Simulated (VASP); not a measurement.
# Ti12H (a cell with a defect) in VASP: single point with PBE+D3(BJ)

Aim: the single point of Ti12H (a cell with a defect) with PBE+D3(BJ).

Program: VASP 6.6.1. These are calculated values, not measurements. Logs are shortened: lines on timing, memory, paths and dates and some standing lists are left out, and cuts for length are marked.

## Step 1: The cell of the first run

The cell holds a defect, 13 atoms: a = 5.900 Å, b = 8.850 Å, c = 4.685 Å, α = 90.00°, β = 90.00°, γ = 120.00°.

## Step 2: Single point, PBE+D3(BJ)

INCAR

```
SYSTEM = Ti12H
PREC = Accurate
ENCUT = 520
EDIFF = 1E-6
ISMEAR = -1
SIGMA = 0.15
LREAL = .FALSE.
LASPH = .TRUE.
NELM = 60
ALGO = Normal
ISIF = 2
LWAVE = .FALSE.
LCHARG = .FALSE.
GGA = PE
IVDW = 12
NBANDS = 84
```

KPOINTS

```
regular mesh
0
G
  3 2 4
  0 0 0
```

POSCAR

```
Ti12H
1.0
    5.9000000000      0.0000000000      0.0000000000
   -4.4250000000      7.6643250000      0.0000000000
    0.0000000000      0.0000000000      4.6846000000
Ti H
12 1
Direct
   -0.0235653964     -0.0121210935      0.0223071340
    0.1972958733      0.2512419554      0.4187123767
    0.0012588587      0.2914411902     -0.1693420996
    0.0736768958      0.5126087425      0.5743713444
   -0.0094242818      0.6615585847      0.1274601887
    0.1767627062      0.9033672241      0.6087819664
    0.4863559456      0.0047231818     -0.0239508176
    0.7184461131      0.2153744785      0.4710113991
    0.5153447574      0.3510811454     -0.0502284080
    0.6193490496      0.5596970379      0.5077914870
    0.4497307113      0.6178104399      0.0268539470
    0.6099075540      0.8812778686      0.4685352004
    0.8464000548      0.6645334064      1.8303377023
```

Potentials or basis: VASP PAW PBE potentials, release 64 (Ti_sv, H).

Command:

```
$ cat potpaw_PBE.64/Ti_sv/POTCAR potpaw_PBE.64/H/POTCAR > POTCAR
$ mpirun -np 1 vasp_std > vasp.out
```

OUTCAR:

```text
SYSTEM = Ti12H
   PREC = Accurate
   ENCUT = 520
   EDIFF = 1E-6
   ISMEAR = -1
   LREAL = .FALSE.
   LASPH = .TRUE.
   NELM = 60
   ISIF = 2
   GGA = PE
   IVDW = 12
 IVDW          = 12

 ion  position               nearest neighbor table
   1  0.976  0.988  0.022-   6 2.57   2 2.75   3 2.77  12 2.81
   2  0.197  0.251  0.419-   3 2.37  10 2.65   8 2.69   9 2.73   1 2.75   4 2.85
   3  0.001  0.291  0.831-   4 2.15   8 2.23   2 2.37   1 2.77   9 2.86   7 2.90
   4  0.074  0.513  0.574-   3 2.15   8 2.46   5 2.65   2 2.85  11 2.87
   5  0.991  0.662  0.127-  13 1.64  10 2.61   4 2.65   9 2.90   6 2.92
   6  0.177  0.903  0.609-   7 2.34   1 2.57  12 2.74   5 2.92
   7  0.486  0.005  0.976-   6 2.34  12 2.80  12 2.86   8 2.86   8 2.90   3 2.90
   8  0.718  0.215  0.471-   3 2.23   4 2.46   2 2.69  12 2.69   7 2.86   7 2.90
   9  0.515  0.351  0.950-  11 2.60  10 2.63   2 2.73   3 2.86   5 2.90
  10  0.619  0.560  0.508-   5 2.61  11 2.62   9 2.63   2 2.65  11 2.77  12 2.88
  11  0.450  0.618  0.027-   9 2.60  10 2.62  10 2.77   4 2.87  12 2.90
  12  0.610  0.881  0.469-   8 2.69   6 2.74   7 2.80   1 2.81   7 2.86  10 2.88  11 2.90
  13  0.846  0.665  0.830-   5 1.64

  LATTYP: Found a simple monoclinic cell.
 ALAT       =     5.9000000000
 B/A-ratio  =     0.7940000000
 C/A-ratio  =     1.3228756849
 COS(beta)  =    -0.1889822323

  Lattice vectors:

 A1 = (   5.9000000000,   0.0000000000,   0.0000000000)
 A2 = (   0.0000000000,   0.0000000000,   4.6846000000)
 A3 = (  -1.4750000000,  -7.6643250000,   0.0000000000)

Analysis of symmetry for initial positions (statically):
=====================================================================
 Subroutine PRICEL returns:
 Original cell was already a primitive cell.

 Routine SETGRP: Setting up the symmetry group for a
 simple monoclinic supercell.

 Subroutine GETGRP returns: Found  1 space group operations
 (whereof  1 operations were pure point group operations)
 out of a pool of  4 trial point group operations.

The static configuration has the point symmetry C_1 .

Analysis of symmetry for dynamics (positions and initial velocities):
=====================================================================
 Subroutine PRICEL returns:
 Original cell was already a primitive cell.

 Routine SETGRP: Setting up the symmetry group for a
 simple monoclinic supercell.

 Subroutine GETGRP returns: Found  1 space group operations
 (whereof  1 operations were pure point group operations)
 out of a pool of  4 trial point group operations.

The dynamic configuration has the point symmetry C_1 .

 Subroutine INISYM returns: Found  1 space group operations
 (whereof  1 operations are pure point group operations),
 and found     1 'primitive' translations

----------------------------------------------------------------------------------------

                                     Primitive cell

  volume of cell :     211.8354

  direct lattice vectors                    reciprocal lattice vectors
     5.900000000  0.000000000  0.000000000     0.169491525  0.097855976  0.000000000
    -4.425000000  7.664325000  0.000000000     0.000000000  0.130474634  0.000000000
     0.000000000  0.000000000  4.684600000     0.000000000  0.000000000  0.213465397

  length of vectors
     5.900000000  8.850000153  4.684600000     0.195711955  0.130474634  0.213465397

  position of ions in fractional coordinates (direct lattice)
     0.976434604  0.987878907  0.022307134
     0.197295873  0.251241955  0.418712377
     0.001258859  0.291441190  0.830657900
     0.073676896  0.512608742  0.574371344
     0.990575718  0.661558585  0.127460189
     0.176762706  0.903367224  0.608781966
     0.486355946  0.004723182  0.976049182
     0.718446113  0.215374479  0.471011399
     0.515344757  0.351081145  0.949771592
     0.619349050  0.559697038  0.507791487
     0.449730711  0.617810440  0.026853947
     0.609907554  0.881277869  0.468535200
     0.846400055  0.664533406  0.830337702

  ion indices of the primitive-cell ions
   primitive index   ion index
                 1           1
                 2           2
                 3           3
[... 46 lines left out ...]
|                                                                             |
|     Results are often still useful ...                                      |
|                                                                             |
 -----------------------------------------------------------------------------

 Subroutine IBZKPT returns following result:
 ===========================================

 Found     14 irreducible k-points:

 Following reciprocal coordinates:
            Coordinates               Weight
  0.000000  0.000000  0.000000      1.000000
  0.333333 -0.000000  0.000000      2.000000
  0.000000  0.500000  0.000000      1.000000
  0.333333  0.500000  0.000000      2.000000
  0.000000  0.000000  0.250000      2.000000
  0.333333 -0.000000  0.250000      2.000000
 -0.333333  0.000000  0.250000      2.000000
  0.000000  0.500000  0.250000      2.000000
  0.333333  0.500000  0.250000      2.000000
 -0.333333  0.500000  0.250000      2.000000
  0.000000  0.000000  0.500000      1.000000
  0.333333 -0.000000  0.500000      2.000000
  0.000000  0.500000  0.500000      1.000000
  0.333333  0.500000  0.500000      2.000000
   k-points           NKPTS =     14   k-points in BZ     NKDIM =     14   number of bands    NBANDS=     84
   number of dos      NEDOS =    301   number of ions     NIONS =     13
   total plane-waves  NPLWV = 120960
   dimension x,y,z NGX =    48 NGY =   70 NGZ =   36
   dimension x,y,z NGXF=    96 NGYF=  140 NGZF=   72
   ions per type =              12   1
   NGX,Y,Z   is equivalent  to a cutoff of  13.53, 13.15, 12.78 a.u.
   NGXF,Y,Z  is equivalent  to a cutoff of  27.05, 26.30, 25.55 a.u.
 SYSTEM =  Ti12H
   PREC   = accura    normal or accurate (medium, high low for compatibility)
   ISTART =      0    job   : 0-new  1-cont  2-samecut
   ICHARG =      2    charge: 1-file 2-atom 10-const
   ISPIN  =      1    spin polarized calculation?
   LNONCOLLINEAR =      F non collinear calculations
   LSORBIT =      F    spin-orbit coupling
   LASPH  =      T    aspherical Exc in radial PAW
   ENCUT  =  520.0 eV  38.22 Ry    6.18 a.u.  10.97 16.46  8.71*2*pi/ulx,y,z
   NELM   =     60;   NELMIN=  2; NELMDL= -5     # of ELM steps
   EDIFF  = 0.1E-05   stopping-criterion for ELM
   LREAL  =      F    real-space projection
   EDIFFG = 0.1E-04   stopping-criterion for IOM
   NSW    =      0    number of steps for IOM
   IBRION =     -1    ionic relax: 0-MD 1-quasi-New 2-CG
   NFREE  =      0    steps in history (QN), initial steepest desc. (CG)
   ISIF   =      2    stress and relaxation
   ISYM   =      2    0-nonsym 1-usesym 2-fastsym
   POTIM  = 0.5000    time-step for ionic-motion
   TEBEG  =    0.0;   TEEND  =   0.0 temperature during run
   PSTRESS=    0.0 pullay stress
   NELECT =     145.0000    total number of electrons
   NUPDOWN=      -1.0000    fix difference up-down
   EMIN   =  10.00;   EMAX   =-10.00  energy-range for DOS
   EFERMI =   0.00;   METHOD = LEGACY
   ISMEAR =    -1;   SIGMA  =   0.15  broadening in eV -4-tet -1-fermi 0-gaus
   EFERMI_NEDOS =   21; number of points for ismear=-14 and -15
   IALGO  =     38    algorithm
   IMIX   =      4    mixing-type and parameters
     AMIX     =   0.40;   BMIX     =  1.00
     AMIX_MAG =   1.60;   BMIX_MAG =  1.00
  volume/ion in A,a.u.               =      16.30       109.96
  Fermi-wavevector in a.u.,A,eV,Ry     =   1.442773  2.726446 28.321806  2.081594
  Thomas-Fermi vector in A             =   2.561256
   LORBIT       =      0    0 simple, 1 ext, 2 COOP (PROOUT), +10 PAW based schemes
   GGA     = PE    functional components
   LHFCALC =     F    Hartree Fock is set to
   AEXX    =    0.0000 exact exchange contribution
   IVDW    =    12    specifies the selected vdW correction
   LEPSILON=     F    determine dielectric tensor
   LRPA    =     F    only Hartree local field effects (RPA)
 non-spin polarized calculation
  energy-cutoff  :      520.00
  volume of cell :      211.84
 maximum number of plane-waves:      5706
 NGX is ok and might be reduce to    48
   NGX = 21   NGY = 33   NGZ = 17

 number of electron     145.0000003 magnetization

 Free energy of the ion-electron system (eV)
  ---------------------------------------------------
  ext. energy  EPLUGINS =         0.00000000
  ---------------------------------------------------
  free energy    TOTEN  =       -93.36295637 eV

  energy without entropy =      -91.88238114  energy(sigma->0) =      -92.62266875

 E-fermi :   8.0187     XC(G=0): -11.3888

 val. band max:        8.0144198496   @ k =   0.0000   0.0000   0.0000
 cond. band min:       8.0216063363   @ k =   0.0000   0.5000   0.0000
 fundamental gap:      0.0071864868
 Fermi energy:         8.0187048065

 k-point     1 :       0.0000    0.0000    0.0000
  band No.  band energies     occupation
      1     -48.7070      2.00000
      2     -48.6550      2.00000
      3     -48.6380      2.00000
      4     -48.5575      2.00000
      5     -48.5440      2.00000
      6     -48.5056      2.00000
[... 1207 lines left out ...]
     83       8.9573      0.00383
     84       9.1584      0.00100

------------------------ aborting loop because EDIFF is reached ----------------------------------------

 Edisp (eV)   -7.30071

 E8    (eV) :    -3.4389

  FORCE on cell =-STRESS in cart. coord.  units (eV):
  Direction    XX          YY          ZZ          XY          YZ          ZX
  --------------------------------------------------------------------------------------
  -------------------------------------------------------------------------------------
  Total      -2.50435    -3.98561     4.16863    -1.79235     0.50573     3.90963
  in kB     -18.94122   -30.14444    31.52865   -13.55611     3.82503    29.56977
  external pressure =       -5.85 kB  Pullay stress =        0.00 kB

 VOLUME and BASIS-vectors are now :
 -----------------------------------------------------------------------------
  energy-cutoff  :      520.00
  volume of cell :      211.84
      direct lattice vectors                 reciprocal lattice vectors
     5.900000000  0.000000000  0.000000000     0.169491525  0.097855976  0.000000000
    -4.425000000  7.664325000  0.000000000     0.000000000  0.130474634  0.000000000
     0.000000000  0.000000000  4.684600000     0.000000000  0.000000000  0.213465397

 POSITION                                       TOTAL-FORCE (eV/Angst)
 -----------------------------------------------------------------------------------
      1.38960      7.57143      0.10450        -0.282709     -0.377802      0.354945
      0.05230      1.92560      1.96150         1.517040     -1.397447     -1.644348
     -1.28220      2.23370      3.89130         0.626810     -0.398498      4.841724
     -1.83360      3.92880      2.69070        -0.194284      3.735321     -0.926034
      2.91700      5.07040      0.59710         1.550483      0.472100      0.695119
     -2.95450      6.92370      2.85190        -1.039378     -0.888785     -1.696233
      2.84860      0.03620      4.57240         0.355689     -0.130531      1.631760
      3.28580      1.65070      2.20650        -3.227852     -1.287217     -2.663079
      1.48700      2.69080      4.44930         1.370224     -1.299288      0.160384
      1.17750      4.28970      2.37880         0.397626      0.607383      0.683310
     -0.08040      4.73510      0.12580        -0.554895      1.341305     -0.005704
     -0.30120      6.75440      2.19490         0.731142     -0.507969      0.405833
      2.05320      5.09320      3.88980        -1.249894      0.131429     -1.837679
 -----------------------------------------------------------------------------------
    total drift:                               -0.000068     -0.000112      0.000333

  FREE ENERGIE OF THE ION-ELECTRON SYSTEM (eV)
  ---------------------------------------------------
  free  energy   TOTEN  =      -100.6636694140 eV

  energy  without entropy=      -99.1830941823  energy(sigma->0) =      -99.92338180
```

It took 8.2 min on 1 thread of Intel Xeon Platinum 8259CL at 2.50GHz (Skylake/Cascade Lake), shared host; peak memory 0.43 GiB.

Results:

```
Free energy                : -100.6637 eV
Pressure                   : -0.6 GPa
Largest force              : 4.898 eV/Å
Band gap on the k mesh     : zero (an odd number of electrons rules out a gap without spin polarisation)
Dispersion energy per atom : -0.562 eV
```

Forces in eV/Å, atoms in the order of the input:
```
Ti  -0.283 -0.378  0.355
Ti   1.517 -1.397 -1.644
Ti   0.627 -0.398  4.842
Ti  -0.194  3.735 -0.926
Ti   1.550  0.472  0.695
Ti  -1.039 -0.889 -1.696
Ti   0.356 -0.131  1.632
Ti  -3.228 -1.287 -2.663
Ti   1.370 -1.299  0.160
Ti   0.398  0.607  0.683
Ti  -0.555  1.341 -0.006
Ti   0.731 -0.508  0.406
H   -1.250  0.131 -1.838
```

Stress tensor (GPa, compression positive):
```
-1.89 -1.36  2.96
-1.36 -3.01  0.38
 2.96  0.38  3.15
```

Caveat: the k points lie up to 0.41 Å⁻¹ apart, too coarse for converged energies and pressures of a metal; the atoms stand as in a frame of molecular dynamics.
